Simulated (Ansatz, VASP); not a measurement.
**One calculation of Ag, two programs**

```
Ag
1.0
     3.02492    0.00000    0.00000
    -1.51246    2.61966    0.00000
     0.00000    0.00000    9.42006
Ag
4
Cartesian
  0.0000 1.7464 2.3550
  1.5125 0.8732 7.0650
  0.0000 0.0000 0.0000
  0.0000 0.0000 4.7100
```

Change from the starting cell: strain +0.030 along x and y, -0.015 along z, atoms carried along.

Alike in both runs: task single point; functional PBE; k mesh 18 × 18 × 6; occupations gaussian, width 0.15 eV; no spin polarisation.

```csv
,VASP,Ansatz
version,VASP 6.6.1,Ansatz 0.2.0
potentials or method,"VASP PAW PBE potentials, release 64 (Ag), cutoff 520 eV","scalar-relativistic, plane waves, PAW"
valence electrons in the cell,44,76
```

|  | VASP | Ansatz | Ansatz less VASP |
| --- | --- | --- | --- |
| gap on the k mesh at the Fermi level (eV) | none | none | - |
| pressure (GPa) | -3.4 | -3.3 | +0.07 |
| traceless stress, the component that is largest in VASP (GPa) | 2.21 | 2.22 | +0.015 |

A gap of «none» marks a metal or a gap that the smearing closes. With one functional, cell and mesh, what is left measures potentials, basis and numerics. VASP's potentials hold 44 valence electrons a cell and Ansatz's 76, so a difference there can come from the potentials and not from the codes.
